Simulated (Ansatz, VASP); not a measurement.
**Two plane-wave programs on SiC5**

```xyz
6
Lattice="2.6972 0.0000 0.0000 -1.3486 2.3358 0.0000 0.0000 0.0000 6.6770" Properties=species:S:1:pos:R:3 pbc="T T T"
C     0.0000    0.0000   -0.1863
C     1.3486    0.7786    4.4714
C     0.0000    1.5572    2.4414
C     1.3486    0.7786    5.9845
C     0.0000    1.5572    3.9591
Si    0.0000    0.0000    1.6916
```

Alike in both runs: task single point; functional r2SCAN; k mesh 9 × 9 × 4; no spin polarisation.

|  | VASP | Ansatz |
| --- | --- | --- |
| version | VASP 6.6.1 | Ansatz 0.2.0 |
| potentials or method | VASP PAW PBE potentials, release 64 (C_h, Si) | plane waves, PAW |
| plane-wave cutoff (eV) | 910 | 500 |
| occupations | gaussian, width 0.01 eV | fixed |
| valence electrons in the cell | 24 | 24 |

Ansatz gave:

```
gap on the k mesh at the Fermi level (eV) : 1.82
rms of the force components (eV/Å)        : 0.097
```

Problem. Which values does VASP return?

Solution. gap on the k mesh at the Fermi level (eV): 1.83; rms of the force components (eV/Å): 0.081.

VASP's potentials were made for PBE, not for r2SCAN. Atom by atom the forces differ by 0.021 eV/Å (rms over components).

Noted on VASP's run: the cutoff is short for stress, so the pressure is rough.
